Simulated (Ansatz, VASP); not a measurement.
**One calculation of Ni, two programs**

Contents of INCAR:

```
SYSTEM = Ni
  PREC = Accurate
  ENCUT = 520
  EDIFF = 1E-7
  ISMEAR = -1
  SIGMA = 0.1
  LREAL = .False.
  LASPH = .True.
  NELM = 150
  ALGO = Normal
  ISIF = 2
  LWAVE = .False.
  LCHARG = .False.
  ISPIN = 2
  MAGMOM = 1
  LORBIT = 11
  LMAXMIX = 4
  NBANDS = 15
```

File KPOINTS:

```
Automatic mesh
0
Gamma
  19 19 19
  0 0 0
```

The input POSCAR:

```
Ni
1.0
    1.8856480341      0.0000000000      0.0000000000
    0.0000000000      1.8856480341      0.0000000000
    0.0000000000      0.0000000000      1.8856480341
Ni
1
Direct
    0.0000000000      0.0000000000      0.0000000000
```

Input for Ansatz:

```yaml
crystal:
  lattice:
    - [1.8856480341, 0.0, 0.0]
    - [0.0, 1.8856480341, 0.0]
    - [0.0, 0.0, 1.8856480341]
  atoms:
    - { symbol: Ni, position: [0.0, 0.0, 0.0], spin: 1.0 }
magnetization:
  spin_polarized: true
kpoints:
  mp_grid: { grid: [19, 19, 19] }
  band_path:
    path:
      - [0.0, 0.0, 0.0]
      - [0.0, 0.5, 0.0]
      - [0.5, 0.5, 0.0]
      - [0.0, 0.0, 0.0]
      - [0.5, 0.5, 0.5]
      - [0.0, 0.5, 0.0]
      - [0.5, 0.5, 0.5]
      - [0.5, 0.5, 0.0]
    npoints: 8
scf:
  occupations: { method: fermi_dirac, width: 0.1 }
hamiltonian:
  xc: lda
  pseudopotentials: { kind: all_electron, lapw: { basis_error: 0.001 } }
output:
  forces: true
  stress: true
  eigenvalues: true
  populations: true
  dos: { projected: true, de: 0.2, e_range: [-14, 8] }
```

Change from the starting cell: volume scaled by 0.58, LAPW.

Alike in both runs: task single point; functional LDA; k mesh 19 × 19 × 19; occupations fermi-dirac, width 0.1 eV; collinear spin.

```csv
,VASP,Ansatz
version,VASP 6.6.1,Ansatz 0.2.0
potentials or method,"VASP PAW LDA potentials, release 64 (Ni), cutoff 520 eV","all-electron LAPW, scalar-relativistic"
```

```tsv
	VASP	Ansatz	Ansatz less VASP
pressure (GPa)	354.1	363.9	+9.88
net moment per atom (μB)	0.00	0.00	0.000
```

LDA's correlation is that of Perdew and Zunger in VASP and of Perdew and Wang (1992) in Ansatz. Both programs put the cell under a high pressure, so it lies far from rest at this level. Ansatz ran all-electron here, and VASP with PAW potentials. Ansatz's warnings: seeded moment not kept.

Noted on VASP's run: the cell as given lies far from equilibrium.
